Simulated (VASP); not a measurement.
Input of a VASP 6.6.1 run:

Contents of INCAR:

```
SYSTEM = Si
ALGO     = Normal         ! electronic algorithm
EDIFF    = 1E-6           ! SCF threshold, eV
ENCUT    = 520            ! plane-wave cutoff, eV
GGA      = CA             ! functional
ISIF     = 2              ! what is computed and relaxed
ISMEAR   = 0              ! smearing method
LASPH    = .True.         ! aspherical terms in the spheres
LCHARG   = .False.        ! write CHGCAR
LREAL    = .False.        ! projectors in reciprocal space
LWAVE    = .False.        ! write WAVECAR
NBANDS   = 16             ! bands
NELM     = 100            ! most SCF steps
PREC     = Accurate       ! precision mode
SIGMA    = 0.03           ! smearing width, eV
```

File KPOINTS:

```
k-points
0
Gamma
  12 12 6
  0 0 0
```

POSCAR

```
Si
1.0
    3.8313174605      0.0000000000      0.0000000000
   -1.9156587303      3.3180182508      0.0000000000
    0.0000000000      0.0000000000      6.3326220002
Si
4
Direct
    0.3785410413      0.7570820825     -0.0317379837
    0.6666666667      0.3333333333      0.5630095000
    0.3333333333      0.6666666667      0.4369905000
    0.6666666667      0.3333333333      0.9369905000
```

Potentials or basis: VASP PAW LDA potentials, release 64 (Si).

Run with:

```console
$ cat potpaw_LDA.64/Si/POTCAR > POTCAR
$ mpirun -np 1 vasp_std > vasp.out
```

What does it give for the largest force?

9.125 eV/Å.

What does it give for the band gap on the k mesh?

Zero (bands 8 and 9 overlap by 1.07 eV).

Estimate the pressure.

5.4 GPa.

Forces in eV/Å, atoms in the order of the input:
```
Si   0.000 -8.665  2.861
Si   0.000 -0.068 -0.848
Si   0.000  0.115 -0.971
Si   0.000  8.618 -1.042
```

Caveat: the cell differs from its parent crystal (atom 1 (Si) moved by (+0.300, -0.600) A along y and z); the cell stands under pressure; forces of over 1 eV/Å act on the atoms, so gaps and moduli don't describe the material at rest.
